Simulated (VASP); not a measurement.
Here is a VASP 6.6.1 calculation.

Contents of INCAR:

```
PREC     = Accurate       # precision mode
ENCUT    = 520            # plane-wave cutoff, eV
EDIFF    = 1E-6           # SCF threshold, eV
ISMEAR   = 0              # smearing method
SIGMA    = 0.1            # smearing width, eV
LREAL    = False          # projectors in reciprocal space
LASPH    = True           # aspherical terms in the spheres
NELM     = 100            # most SCF steps
ALGO     = Normal         # electronic algorithm
ISIF     = 2              # what is computed and relaxed
LWAVE    = False          # write WAVECAR
LCHARG   = False          # write CHGCAR
LDIPOL   = True         
IDIPOL   = 3            
DIPOL    = 0.5 0.5 0.313
GGA      = PE             # functional
IVDW     = 12             # dispersion correction
NBANDS   = 34             # bands
```

File KPOINTS:

```
regular mesh
0
Gamma
  6 6 1
```

Contents of POSCAR:

```
Hf5H
1.0
    4.9564149667      0.0000000000      0.0000000000
   -2.4782074834      4.2923812729      0.0000000000
    0.0000000000      0.0000000000     21.1328376004
Hf H
5 1
Direct
    0.6666666667      0.3333333333      0.1892788879
    0.3333333333      0.6666666667      0.2371533849
    0.0000000000      0.0000000000      0.2763383880
    0.6666666667      0.3333333333      0.3164267596
    0.3333333333      0.6666666667      0.3706476976
    0.7777777778      0.7777777778      0.4889470026
```

Potentials or basis: VASP PAW PBE potentials, release 64 (Hf_pv, H).

The run is started by

```console
$ cat potpaw_PBE.64/Hf_pv/POTCAR potpaw_PBE.64/H/POTCAR > POTCAR
$ mpirun -np 1 vasp_std > vasp.out
```

What does it give for the largest force?

1.239 eV/Å.

Predict the band gap on the k mesh.

zero (an odd number of electrons rules out a gap without spin polarisation).

What does it give for the dispersion energy per atom?

-0.204 eV.

Forces in eV/Å, atoms in the order of the input:
```
Hf   0.030  0.024 -1.057
Hf   0.030 -0.001  1.093
Hf  -0.049  0.022 -0.006
Hf  -0.133 -0.032 -0.041
Hf   0.468  0.249  1.120
H   -0.347 -0.262 -1.109
```

Caveat: spin-orbit coupling is left out, which moves the levels of the heavy elements.
